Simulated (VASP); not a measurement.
Here is a VASP 6.6.1 calculation.

The input INCAR:

```
SYSTEM = VO2
  PREC = Accurate
  ENCUT = 600
  EDIFF = 1E-6
  ISMEAR = -1
  SIGMA = 0.05
  LREAL = .FALSE.
  LASPH = .TRUE.
  NELM = 200
  ALGO = Normal
  ISIF = 2
  LWAVE = .FALSE.
  LCHARG = .FALSE.
  ISPIN = 2
  MAGMOM = 2 2 0 0 0 0
  LORBIT = 11
  LMAXMIX = 4
  GGA = RE
  IVDW = 12
  NBANDS = 38
  GGA_COMPAT = .FALSE.
```

KPOINTS

```
regular mesh
0
G
  6 6 9
  0 0 0
```

Contents of POSCAR:

```
VO2
1.0
    4.5528858239      0.0000000000      0.0000000000
    0.0000000000      4.5528858239      0.0000000000
    0.0000000000      0.0000000000      2.8262394386
V O
2 4
Direct
    0.5000000000      0.5000000000      0.5000000000
    0.0000000000      0.0000000000      0.0000000000
    0.2009396201      0.7990603799      0.5000000000
    0.7990603799      0.2009396201      0.5000000000
    0.7009396201      0.7009396201      0.0000000000
    0.2990603799      0.2990603799      0.0000000000
```

Potentials or basis: VASP PAW PBE potentials, release 64 (V_sv, O).

Launch:

```bash
$ cat potpaw_PBE.64/V_sv/POTCAR potpaw_PBE.64/O/POTCAR > POTCAR
$ mpirun -np 1 vasp_std > vasp.out
```

(1) Estimate the site moments.

(2) What does it give for the dispersion energy per atom?

Results:

(1) V +1.06; O -0.06 μB.

(2) -0.474 eV.
